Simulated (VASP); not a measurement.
Crystal: SnTe.

```
CELL_PARAMETERS angstrom
4.51264 0.00000 0.00000
-2.25632 3.90806 0.00000
0.00000 0.00000 7.50906
ATOMIC_POSITIONS crystal
Sn 0.00000 0.00000 0.84197
Sn 0.00000 0.00000 0.15803
Te 0.33333 0.66667 0.66718
Te 0.66667 0.33333 0.33282
```

The cell was built from a structure type or drawn by symmetry, and may not be a known phase.

```yaml
Program: VASP 6.6.1
Task: relaxation of cell and atoms
Functional: PBE
Potentials_or_basis: VASP PAW PBE potentials, release 64 (Sn_d, Te)
Cutoff: 600 eV
k_mesh: 6 × 6 × 2
Occupations: gaussian, width 0.1 eV
Spin: no spin polarisation
```

At the start: pressure 10.1 GPa; volume 33.11 Å³/atom.

**Question.** How do energy, volume and symmetry change on relaxing?

**Answer.** Over 19 steps the energy falls by 589.9 meV/atom and the volume is 42.59 Å³/atom (+28.6 %); space group P-3m1 (No. 164, to 0.1 Å) before and after.

Step by step:
```tsv
step	energy change (eV)	largest force (eV/Å)	pressure (GPa)	volume (Å³)
1	0.0000	5.6146	10.05	132.43
2	-1.9943	0.4207	-0.89	175.09
3	-1.9978	0.4715	0.38	163.51
4	-2.0088	0.4401	-0.42	170.30
5	-2.0099	0.4454	-0.33	169.40
6	-2.0905	0.4034	-0.25	167.85
7	-2.2663	0.1183	-0.30	162.64
8	-1.9095	1.3867	-1.14	150.07
9	-2.2778	0.3716	-0.56	160.97
10	-2.2990	0.0828	1.07	154.22
11	-2.3030	0.1111	0.59	156.08
12	-2.3248	0.1018	0.36	158.28
13	-2.3406	0.1530	0.15	161.53
14	-2.3428	0.1949	0.11	162.77
15	-2.3539	0.0484	0.36	165.35
16	-2.3542	0.0912	0.41	165.87
17	-2.3584	0.0194	-0.06	170.24
18	-2.3584	0.0210	-0.05	170.04
19	-2.3595	0.0287	-0.05	170.34
```

Final structure:
```xyz
4
Lattice="4.2527 0.0000 0.0000 -2.1263 3.6829 0.0000 0.0000 0.0000 10.8760" Properties=species:S:1:pos:R:3 pbc="T T T"
Sn    2.1263    3.6829    8.7723
Sn    0.0000    0.0000    2.1037
Te    0.0000    2.4553    7.1136
Te    2.1263    1.2276    3.7624
```

Caveat: the volume moved by over 15 % at a fixed basis, so the end points are rough.
